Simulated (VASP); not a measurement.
# Si3Sb2 (R-3c) in VASP: further runs

The runs below take Si3Sb2 through single point, relaxation of cell and atoms, with PBE.

All numbers are computed with VASP 6.6.1; they aren't measurements. Logs are shortened: lines on timing, memory, paths and dates and some standing lists are left out, and cuts for length are marked.

## 1. The cell of the first run

It takes space group R-3c (No. 167, trigonal). Conventional cell: a = 6.331 Å, b = 6.331 Å, c = 22.034 Å, α = 90.00°, β = 90.00°, γ = 120.00°. Si (site symmetry 2) has 2 Si at 2.52 Å and 4 Sb at 2.74 to 2.95 Å within 3.3 Å. Sb (site symmetry 3) has 6 Si at 2.74 to 2.95 Å within 3.6 Å.

## 2. Single point, PBE

Input file INCAR:

```
  PREC = Accurate
  ENCUT = 520
  EDIFF = 1E-6
  ISMEAR = 0
  SIGMA = 0.1
  LREAL = False
  LASPH = True
  NELM = 80
  ALGO = Normal
  ISIF = 2
  LWAVE = False
  LCHARG = False
  GGA = PE
  NBANDS = 33
```

Input file KPOINTS:

```
regular mesh
0
Gamma
  3 3 3
```

Input file POSCAR:

```
Si3Sb2
1.0
    3.1652829081      1.8274769390      7.3447460430
   -3.1652829081      1.8274769390      7.3447460430
    0.0000000000     -3.6549538782      7.3447460429
Si Sb
6 4
Direct
   -0.0203536795      0.5203536795      0.7500000000
    0.7500000000     -0.0203536795      0.5203536795
    0.5203536795      0.7500000000     -0.0203536795
    1.0203536795      0.4796463205      0.2500000000
    0.2500000000      1.0203536795      0.4796463205
    0.4796463205      0.2500000000      1.0203536795
    0.8663095309      0.8663095309      0.8663095309
    0.6336904691      0.6336904691      0.6336904691
    0.1336904691      0.1336904691      0.1336904691
    0.3663095309      0.3663095309      0.3663095309
```

Potentials or basis: VASP PAW PBE potentials, release 64 (Si, Sb).

Started as:

```
cat potpaw_PBE.64/Si/POTCAR potpaw_PBE.64/Sb/POTCAR > POTCAR
mpirun -np 1 vasp_std > vasp.out
```

OUTCAR:

```text
PREC = Accurate
   ENCUT = 520
   EDIFF = 1E-6
   ISMEAR = 0
   LREAL = False
   LASPH = True
   NELM = 80
   ISIF = 2
   GGA = PE

 ion  position               nearest neighbor table
   1  0.980  0.520  0.750-   2 2.52   3 2.52   9 2.74  10 2.74   7 2.95   8 2.95
   2  0.750  0.980  0.520-   1 2.52   3 2.52  10 2.74   9 2.74   7 2.95   8 2.95
   3  0.520  0.750  0.980-   1 2.52   2 2.52   9 2.74  10 2.74   8 2.95   7 2.95
   4  0.020  0.480  0.250-   5 2.52   6 2.52   7 2.74   8 2.74   9 2.95  10 2.95
   5  0.250  0.020  0.480-   4 2.52   6 2.52   8 2.74   7 2.74   9 2.95  10 2.95
   6  0.480  0.250  0.020-   4 2.52   5 2.52   7 2.74   8 2.74  10 2.95   9 2.95
   7  0.866  0.866  0.866-   6 2.74   4 2.74   5 2.74   2 2.95   1 2.95   3 2.95
   8  0.634  0.634  0.634-   5 2.74   4 2.74   6 2.74   3 2.95   1 2.95   2 2.95
   9  0.134  0.134  0.134-   3 2.74   1 2.74   2 2.74   5 2.95   4 2.95   6 2.95
  10  0.366  0.366  0.366-   2 2.74   1 2.74   3 2.74   6 2.95   4 2.95   5 2.95

  LATTYP: Found a trigonal (rhomboedric) cell.
 ALAT       =     8.2039004313
 COS(alpha) =     0.7022756887

  Lattice vectors:

 A1 = (   3.1652829081,   1.8274769390,   7.3447460430)
 A2 = (  -3.1652829081,   1.8274769390,   7.3447460430)
 A3 = (   0.0000000000,  -3.6549538782,   7.3447460429)

Analysis of symmetry for initial positions (statically):
=====================================================================
 Subroutine PRICEL returns:
 Original cell was already a primitive cell.

 Routine SETGRP: Setting up the symmetry group for a
 trigonal (rhombohedral) supercell.

 Subroutine GETGRP returns: Found 12 space group operations
 (whereof  6 operations were pure point group operations)
 out of a pool of 12 trial point group operations.

The static configuration has the point symmetry S_6 .
 The point group associated with its full space group is D_3d.

Analysis of symmetry for dynamics (positions and initial velocities):
=====================================================================
 Subroutine PRICEL returns:
 Original cell was already a primitive cell.

 Routine SETGRP: Setting up the symmetry group for a
 trigonal (rhombohedral) supercell.

 Subroutine GETGRP returns: Found 12 space group operations
 (whereof  6 operations were pure point group operations)
 out of a pool of 12 trial point group operations.

The dynamic configuration has the point symmetry S_6 .
 The point group associated with its full space group is D_3d.

 Subroutine INISYM returns: Found 12 space group operations
 (whereof  6 operations are pure point group operations),
 and found     1 'primitive' translations

----------------------------------------------------------------------------------------

                                     Primitive cell

  volume of cell :     254.9133

  direct lattice vectors                    reciprocal lattice vectors
     3.165282908  1.827476939  7.344746043     0.157963763  0.091200421  0.045383915
    -3.165282908  1.827476939  7.344746043    -0.157963763  0.091200421  0.045383915
     0.000000000 -3.654953878  7.344746043     0.000000000 -0.182400842  0.045383915

  length of vectors
     8.203900431  8.203900431  8.203900431     0.187962143  0.187962143  0.187962143

  position of ions in fractional coordinates (direct lattice)
     0.979646321  0.520353679  0.750000000
     0.750000000  0.979646321  0.520353679
     0.520353679  0.750000000  0.979646321
     0.020353679  0.479646321  0.250000000
     0.250000000  0.020353679  0.479646321
     0.479646321  0.250000000  0.020353679
     0.866309531  0.866309531  0.866309531
     0.633690469  0.633690469  0.633690469
     0.133690469  0.133690469  0.133690469
     0.366309531  0.366309531  0.366309531

  ion indices of the primitive-cell ions
   primitive index   ion index
                 1           1
                 2           2
                 3           3
                 4           4
                 5           5
                 6           6
                 7           7
                 8           8
                 9           9
                10          10

----------------------------------------------------------------------------------------

 KPOINTS: regular mesh

Automatic generation of k-mesh.
 Grid dimensions read from file:
 generate k-points for:    3    3    3

 Generating k-lattice:

  Cartesian coordinates                     Fractional coordinates (reciprocal lattice)
     0.052654588  0.030400140  0.015127972     0.333333333  0.000000000  0.000000000
    -0.052654588  0.030400140  0.015127972     0.000000000  0.333333333  0.000000000
     0.000000000 -0.060800281  0.015127972     0.000000000  0.000000000  0.333333333

  Length of vectors
     0.062654048  0.062654048  0.062654048

  Shift w.r.t. Gamma in fractional coordinates (k-lattice)
     0.000000000  0.000000000  0.000000000

 Subroutine IBZKPT returns following result:
[... 58 lines left out ...]
   IVDW    =     0    specifies the selected vdW correction
   LEPSILON=     F    determine dielectric tensor
   LRPA    =     F    only Hartree local field effects (RPA)
 non-spin polarized calculation
 Gauss-broadening in eV      SIGMA  =   0.10
  energy-cutoff  :      520.00
  volume of cell :      254.91
 maximum number of plane-waves:      6909
 NGX is ok and might be reduce to    64
   NGX = 31   NGY = 31   NGZ = 31

 number of electron      43.9999999 magnetization

 Free energy of the ion-electron system (eV)
  ---------------------------------------------------
  ext. energy  EPLUGINS =         0.00000000
  ---------------------------------------------------
  free energy    TOTEN  =       -43.77806633 eV

  energy without entropy =      -43.75884117  energy(sigma->0) =      -43.76845375

 E-fermi :   5.8016     XC(G=0):  -9.2039

 val. band max:        5.7437132126   @ k =   0.3333   0.0000   0.0000
 cond. band min:       5.8567477349   @ k =   0.3333   0.3333   0.0000
 fundamental gap:      0.1130345223
 Fermi energy:         5.8016118492

 k-point     1 :       0.0000    0.0000    0.0000
  band No.  band energies     occupation
      1      -6.5619      2.00000
      2      -4.3676      2.00000
      3      -4.2098      2.00000
      4      -3.6031      2.00000
      5      -2.8855      2.00000
      6      -1.2440      2.00000
[... 25 lines left out ...]
     32       9.6854      0.00000
     33      10.2147      0.00000

 k-point     2 :       0.3333    0.0000    0.0000
  band No.  band energies     occupation
      1      -6.0984      2.00000
      2      -4.9199      2.00000
      3      -4.1076      2.00000
      4      -3.5546      2.00000
      5      -3.5491      2.00000
      6      -2.3125      2.00000
[... 25 lines left out ...]
     32       9.6795      0.00000
     33       9.8797      0.00000

 k-point     3 :       0.3333    0.3333    0.0000
  band No.  band energies     occupation
      1      -6.0441      2.00000
      2      -4.8464      2.00000
      3      -4.3678      2.00000
      4      -3.9701      2.00000
      5      -3.2259      2.00000
      6      -1.9618      2.00000
[... 25 lines left out ...]
     32       9.6265      0.00000
     33       9.6735      0.00000

 k-point     4 :      -0.3333    0.3333    0.0000
  band No.  band energies     occupation
      1      -5.3957      2.00000
      2      -5.3839      2.00000
      3      -4.3565      2.00000
      4      -4.2950      2.00000
      5      -3.0166      2.00000
      6      -2.8757      2.00000
[... 25 lines left out ...]
     32       9.1515      0.00000
     33       9.3203      0.00000

 k-point     5 :       0.3333    0.3333    0.3333
  band No.  band energies     occupation
      1      -6.3004      2.00000
      2      -5.5291      2.00000
      3      -3.4686      2.00000
      4      -3.1247      2.00000
      5      -2.6983      2.00000
      6      -1.2033      2.00000
[... 25 lines left out ...]
     32       9.7547      0.00000
     33      10.4683      0.00000

 k-point     6 :      -0.3333    0.3333    0.3333
  band No.  band energies     occupation
      1      -5.6851      2.00000
      2      -5.5700      2.00000
      3      -4.2933      2.00000
      4      -3.8337      2.00000
      5      -2.5414      2.00000
      6      -2.3121      2.00000
[... 25 lines left out ...]
     32       9.4243      0.00000
     33      10.0716      0.00000

------------------------ aborting loop because EDIFF is reached ----------------------------------------

  FORCE on cell =-STRESS in cart. coord.  units (eV):
  Direction    XX          YY          ZZ          XY          YZ          ZX
  --------------------------------------------------------------------------------------
  -------------------------------------------------------------------------------------
  Total        0.0572410      0.0572410      0.1364728      0.0000000     -0.0000000      0.0000000
  in kB        0.3597703      0.3597703      0.8577571      0.0000000     -0.0000000      0.0000000
  external PRESSURE =       0.5257659 kB  Pullay stress =       0.0000000 kB

 VOLUME and BASIS-vectors are now :
 -----------------------------------------------------------------------------
  energy-cutoff  :      520.00
  volume of cell :      254.91
      direct lattice vectors                 reciprocal lattice vectors
     3.165282908  1.827476939  7.344746043     0.157963763  0.091200421  0.045383915
    -3.165282908  1.827476939  7.344746043    -0.157963763  0.091200421  0.045383915
     0.000000000 -3.654953878  7.344746043     0.000000000 -0.182400842  0.045383915

 POSITION                                       TOTAL-FORCE (eV/Angst)
 -----------------------------------------------------------------------------------
      1.45379     -0.00000     16.52568        -0.015975     -0.000000      0.000000
     -0.72690      1.25902     16.52568         0.007988     -0.013835     -0.000000
     -0.72690     -1.25902     16.52568         0.007988      0.013835      0.000000
     -1.45379     -0.00000      5.50856         0.015975      0.000000      0.000000
      0.72690     -1.25902      5.50856        -0.007988      0.013835      0.000000
      0.72690      1.25902      5.50856        -0.007988     -0.013835     -0.000000
      0.00000     -0.00000     19.08847         0.000000     -0.000000      0.002625
      0.00000     -0.00000     13.96289         0.000000      0.000000     -0.002625
      0.00000     -0.00000      2.94577         0.000000      0.000000     -0.002625
      0.00000     -0.00000      8.07135         0.000000     -0.000000      0.002625
 -----------------------------------------------------------------------------------
    total drift:                                0.000000     -0.000000      0.000000

  FREE ENERGIE OF THE ION-ELECTRON SYSTEM (eV)
  ---------------------------------------------------
  free  energy   TOTEN  =       -43.7780663256 eV

  energy  without entropy=      -43.7588411748  energy(sigma->0) =      -43.76845375
```

Wall time 68 s (1 thread of Intel Xeon 6975P-C (Granite Rapids), shared host); peak memory 0.51 GiB.

Results:

```yaml
Free_energy: -43.7781 eV
Pressure: 0.1 GPa
Largest_force: 0.016 eV/Å
Band_gap_on_the_k_mesh: zero (band 22 reaches 5.86 eV, above the bottom of band 23 at 5.74 eV)
```

Forces on the atoms (eV/Å):
```
Si  -0.016  0.000  0.000
Si   0.008 -0.014  0.000
Si   0.008  0.014  0.000
Si   0.016  0.000  0.000
Si  -0.008  0.014  0.000
Si  -0.008 -0.014  0.000
Sb   0.000  0.000  0.003
Sb   0.000  0.000 -0.003
Sb   0.000  0.000 -0.003
Sb   0.000  0.000  0.003
```

Caveat: the k points lie up to 0.39 Å⁻¹ apart; spin-orbit coupling is left out, which moves the levels of the heavy elements.

## 3. Relaxation of cell and atoms, PBE

This run uses another cell than the first one, of 20.44 Å³/atom, 0.802 times its volume.

Input file INCAR:

```
PREC     = Accurate       # precision mode
ENCUT    = 600            # plane-wave cutoff, eV
EDIFF    = 1E-6           # SCF threshold, eV
ISMEAR   = 0              # smearing method
SIGMA    = 0.1            # smearing width, eV
LREAL    = F              # projectors in reciprocal space
LASPH    = T              # aspherical terms in the spheres
NELM     = 80             # most SCF steps
ALGO     = Normal         # electronic algorithm
ISIF     = 3              # what is computed and relaxed
LWAVE    = F              # write WAVECAR
LCHARG   = F              # write CHGCAR
GGA      = PE             # functional
IBRION   = 2              # ionic algorithm
NSW      = 90             # ionic steps
EDIFFG   = -0.04          # ionic threshold
```

KPOINTS is that of step 2.

Input file POSCAR:

```
Si3Sb2
1.0
    3.1887431661      1.8410217253      5.8039914178
   -3.1887431661      1.8410217253      5.8039914178
    0.0000000000     -3.6820434508      5.8039914178
Si Sb
6 4
Direct
    0.0562500000      0.4437500000      0.7500000000
    0.7500000000      0.0562500000      0.4437500000
    0.4437500000      0.7500000000      0.0562500000
    0.9437500000      0.5562500000      0.2500000000
    0.2500000000      0.9437500000      0.5562500000
    0.5562500000      0.2500000000      0.9437500000
    0.8521800000      0.8521800000      0.8521800000
    0.6478200000      0.6478200000      0.6478200000
    0.1478200000      0.1478200000      0.1478200000
    0.3521800000      0.3521800000      0.3521800000
```

Potentials or basis: VASP PAW PBE potentials, release 64 (Si, Sb).

Started as:

```
cat potpaw_PBE.64/Si/POTCAR potpaw_PBE.64/Sb/POTCAR > POTCAR
mpirun -np 1 vasp_std > vasp.out
```

It took 10 min on 1 thread of Intel Xeon 6975P-C (Granite Rapids), shared host; peak memory 0.45 GiB.

The run converged. Its results:

```yaml
Free_energy: -43.7753 eV
Relaxed_volume: 25.52 Å³/atom
Relaxed_cell: a = 8.223 Å, b = 8.223 Å, c = 8.223 Å, α = 45.23°, β = 45.23°, γ = 45.23°
Space_group_after_relaxing_to_0.05_Å: R-3c (No. 167)
Energy_gained_by_relaxing: 489.3 meV/atom
Ionic_steps: 24
Pressure_after_relaxing: 0.0 GPa
Largest_force_after_relaxing: 0.007 eV/Å
Band_gap_on_the_k_mesh: zero (band 22 reaches 5.85 eV, above the bottom of band 23 at 5.73 eV)
```

Forces in eV/Å, atoms in the order of the input:
```
Si  -0.007  0.000  0.000
Si   0.004 -0.006  0.000
Si   0.004  0.006  0.000
Si   0.007  0.000  0.000
Si  -0.004  0.006  0.000
Si  -0.004 -0.006  0.000
Sb   0.000  0.000 -0.001
Sb   0.000  0.000  0.001
Sb   0.000  0.000  0.001
Sb   0.000  0.000 -0.001
```

Stress tensor (GPa, compression positive):
```
 0.07  0.00  0.00
 0.00  0.07  0.00
 0.00  0.00 -0.08
```

Step by step:
```tsv
step	energy change (eV)	largest force (eV/Å)	pressure (GPa)	volume (Å³)
1	0.0000	0.7369	21.81	204.44
2	-2.5777	0.5804	-4.80	298.29
3	-3.1487	0.5904	-0.05	261.40
4	-3.1490	0.5909	-0.25	262.64
5	-3.2408	0.5172	-0.12	262.52
6	-3.4323	0.4097	0.50	262.14
7	-3.3149	1.5313	2.94	261.37
8	-3.4741	0.7149	1.07	261.90
9	-3.5381	0.6802	0.73	263.94
10	-3.6954	0.5661	-0.36	270.05
11	-3.8616	0.3195	-2.42	282.23
12	-3.9537	0.3375	-2.34	280.76
13	-4.2296	0.4771	-2.05	276.16
14	-4.3579	1.3934	0.20	266.17
15	-4.4067	0.5680	-1.70	272.81
16	-4.4998	0.6403	-1.05	269.54
17	-4.6473	0.7701	-0.43	263.83
18	-4.6725	0.9217	0.06	260.97
19	-4.8157	0.5204	-0.36	259.87
20	-4.8747	0.0845	-0.52	258.42
21	-4.8750	0.0887	-0.52	258.52
22	-4.8883	0.0475	-0.05	255.85
23	-4.8905	0.0253	0.23	254.38
24	-4.8928	0.0071	0.02	255.18
```

Final structure:
```
Si Sb
1.0
     3.16203    1.82560    7.36762
    -3.16203    1.82560    7.36762
     0.00000   -3.65119    7.36762
Si Sb
6 4
Direct
  0.97962 0.52038 0.75000
  0.75000 0.97962 0.52038
  0.52038 0.75000 0.97962
  0.02038 0.47962 0.25000
  0.25000 0.02038 0.47962
  0.47962 0.25000 0.02038
  0.86616 0.86616 0.86616
  0.63384 0.63384 0.63384
  0.13384 0.13384 0.13384
  0.36616 0.36616 0.36616
```

Levels at points of the mesh, in eV from the Fermi level:
```csv
k point,band 19,band 20,band 21,band 22,band 23,band 24,band 25,band 26
"(0.00, 0.00, 0.00)",-0.88,-0.36,-0.21,-0.21,1.37,1.37,1.62,1.62
```

Caveat: the k points lie up to 0.39 Å⁻¹ apart in the final cell; the volume moved by over 15 % at a fixed basis, so the end points are rough; spin-orbit coupling is left out, which moves the levels of the heavy elements.

## 4. Single point, PBE

This run uses another cell than the first one, of 25.59 Å³/atom, 1.004 times its volume.

Input file INCAR:

```
SYSTEM = Si3Sb2
PREC     = Accurate       ! precision mode
ENCUT    = 520            ! plane-wave cutoff, eV
EDIFF    = 1E-6           ! SCF threshold, eV
ISMEAR   = 0              ! smearing method
SIGMA    = 0.1            ! smearing width, eV
LREAL    = .False.        ! projectors in reciprocal space
LASPH    = .True.         ! aspherical terms in the spheres
NELM     = 80             ! most SCF steps
ALGO     = Normal         ! electronic algorithm
ISIF     = 2              ! what is computed and relaxed
LWAVE    = .False.        ! write WAVECAR
LCHARG   = .False.        ! write CHGCAR
GGA      = PE             ! functional
NBANDS   = 33             ! bands
```

Input file KPOINTS:

```
regular mesh
0
Gamma
  6 6 6
  0 0 0
```

Input file POSCAR:

```
Si3Sb2
1.0
    3.1525278656      1.8201128119      7.4322372134
   -3.1525278656      1.8201128119      7.4322372134
    0.0000000000     -3.6402256237      7.4322372134
Si Sb
6 4
Direct
    0.4784496958      0.0215503042      0.2500000000
    0.2500000000      0.4784496958      0.0215503042
    0.0215503042      0.2500000000      0.4784496958
    0.5215503042      0.9784496958      0.7500000000
    0.7500000000      0.5215503042      0.9784496958
    0.9784496958      0.7500000000      0.5215503042
    0.3676964472      0.3676964472      0.3676964472
    0.1323035528      0.1323035528      0.1323035528
    0.6323035528      0.6323035528      0.6323035528
    0.8676964472      0.8676964472      0.8676964472
```

Started as:

```
cat potpaw_PBE.64/Si/POTCAR potpaw_PBE.64/Sb/POTCAR > POTCAR
mpirun -np 1 vasp_std > vasp.out
```

It took 4.2 min on 1 thread of Intel Xeon 6975P-C (Granite Rapids), shared host; peak memory 0.67 GiB.

Results (log left out):

| Quantity | Value |
| --- | --- |
| Free energy | -43.6582 eV |
| Pressure | 0.0 GPa |
| Largest force | 0.015 eV/Å |
| Band gap on the k mesh | zero (band 22 reaches 6.05 eV, above the bottom of band 23 at 5.59 eV) |

Forces on the atoms (eV/Å):
```
Si  -0.015  0.000  0.000
Si   0.007 -0.013  0.000
Si   0.007  0.013  0.000
Si   0.015  0.000  0.000
Si  -0.007  0.013  0.000
Si  -0.007 -0.013  0.000
Sb   0.000  0.000 -0.013
Sb   0.000  0.000  0.013
Sb   0.000  0.000  0.013
Sb   0.000  0.000 -0.013
```

Levels at points of the mesh, in eV from the Fermi level:
```csv
k point,band 18,band 19,band 20,band 21,band 22,band 23,band 24,band 25,band 26,band 27
"(0.00, 0.00, 0.00)",-0.93,-0.93,-0.57,-0.30,-0.30,1.27,1.27,1.46,1.57,1.57
"(0.50, 0.00, 0.00)",-1.34,-1.19,-1.19,-0.55,-0.55,-0.27,-0.27,1.05,1.05,1.47
"(0.50, 0.50, 0.00)",-1.56,-1.12,-0.95,-0.55,0.10,0.14,0.85,0.97,1.38,1.72
"(0.50, 0.50, 0.50)",-1.42,-1.42,-1.42,-0.74,-0.74,1.13,1.13,2.19,2.19,2.19
```

Caveat: spin-orbit coupling is left out, which moves the levels of the heavy elements.

## 5. Summary

| task | cell | k mesh | cutoff (eV) | gap on the mesh (eV) | pressure (GPa) | largest force (eV/Å) |
| --- | --- | --- | --- | --- | --- | --- |
| single point | a = 8.204 Å, angles 45.4°, 10 atoms | 3 × 3 × 3 | 520 | none | 0.1 | 0.02 |
| relaxation of cell and atoms | relaxed from a = 6.873 Å, angles 55.3°, 10 atoms | 3 × 3 × 3 | 600 | none | 0.0 | 0.01 |
| single point | a = 8.276 Å, angles 44.8°, 10 atoms | 6 × 6 × 6 | 520 | none | 0.0 | 0.01 |

Alike in all rows: level PBE; potentials or basis VASP PAW PBE potentials, release 64 (Si, Sb); no spin polarisation; smearing gaussian 0.1 eV.

Caveats: some runs use coarse meshes; spin-orbit coupling is left out, which moves the levels of the heavy elements; the volume moved by over 15 % at a fixed basis, so the end points are rough (some runs).

Absolute energies hang on the potentials; compare differences alone.
